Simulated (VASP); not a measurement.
**ZnSe: single point with LDA**

Crystal: ZnSe.

```xyz
2
Lattice="0.0000 3.0565 2.5479 2.5479 0.0000 2.5479 2.5479 3.0565 0.0000" Properties=species:S:1:pos:R:3 pbc="T T T"
Zn    0.0000    0.0000    0.0000
Se    3.8219    4.5848    3.8219
```

```json
{"Program": "VASP 6.6.1", "Task": "single point", "Functional": "LDA", "Potentials or basis": "VASP PAW LDA potentials, release 64 (Zn, Se)", "Cutoff": "520 eV", "k mesh": "10 × 10 × 10", "Occupations": "gaussian, width 0.05 eV", "Spin": "no spin polarisation"}
```

```
Pressure               : 6.8 GPa
Band gap on the k mesh : 1.14 eV
```

Stress tensor (GPa, compression positive):
```
10.00  0.00  0.00
 0.00  0.51  0.00
 0.00  0.00 10.00
```

Levels at points of the mesh, in eV from the valence-band top:
| k point | band 5 | band 6 | band 7 | band 8 | band 9 | band 10 | band 11 | band 12 | band 13 | band 14 |
| --- | --- | --- | --- | --- | --- | --- | --- | --- | --- | --- |
| (0.00, 0.00, 0.00) | -7.13 | -7.06 | -1.08 | 0.00 | 0.00 | 1.14 | 5.55 | 5.55 | 5.58 | 8.88 |
| (0.50, 0.00, 0.00) | -7.09 | -6.91 | -6.37 | -2.06 | -0.66 | 1.75 | 5.90 | 6.88 | 8.58 | 10.76 |
| (0.50, 0.50, 0.00) | -7.06 | -6.77 | -5.27 | -3.49 | -3.07 | 1.89 | 2.46 | 9.79 | 10.81 | 11.14 |
| (0.50, 0.00, 0.50) | -7.05 | -7.03 | -6.44 | -2.17 | -2.17 | 3.03 | 4.20 | 9.86 | 11.76 | 11.76 |

It took 100 s on 1 thread of Intel Xeon 8259CL, with other jobs on the host, peak memory 0.19 GiB.

Caveat: the cell stands under pressure.
